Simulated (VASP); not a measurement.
Input of a VASP 6.6.1 run:

The input INCAR:

```
SYSTEM = HfC
ALGO = Normal
EDIFF = 1E-6
ENCUT = 520
GGA = PE
ISIF = 2
ISMEAR = 0
LASPH = .TRUE.
LCHARG = .TRUE.
LELF = .TRUE.
LREAL = .FALSE.
LVHAR = .TRUE.
LWAVE = .FALSE.
NBANDS = 14
NELM = 80
PREC = Accurate
SIGMA = 0.1
```

KPOINTS

```
k-points
0
G
  16 16 16
  0 0 0
```

File POSCAR:

```
HfC
1.0
    0.0000000000      2.3713611727      2.3713611727
    2.3713611727      0.0000000000      2.3713611727
    2.3713611727      2.3713611727      0.0000000000
Hf C
1 1
Direct
    0.5000000000      0.5000000000      0.5000000000
    0.0000000000      0.0000000000      0.0000000000
```

Potentials or basis: VASP PAW PBE potentials, release 64 (Hf_pv, C).

Command:

```bash
$ cat potpaw_PBE.64/Hf_pv/POTCAR potpaw_PBE.64/C/POTCAR > POTCAR
$ mpirun -np 1 vasp_std > vasp.out
```

Estimate the pressure.

-12.9 GPa.

Estimate the band gap on the k mesh.

zero (band 7 reaches 6.48 eV, above the bottom of band 8 at 5.11 eV).

Caveat: spin-orbit coupling is left out, which moves the levels of the heavy elements.
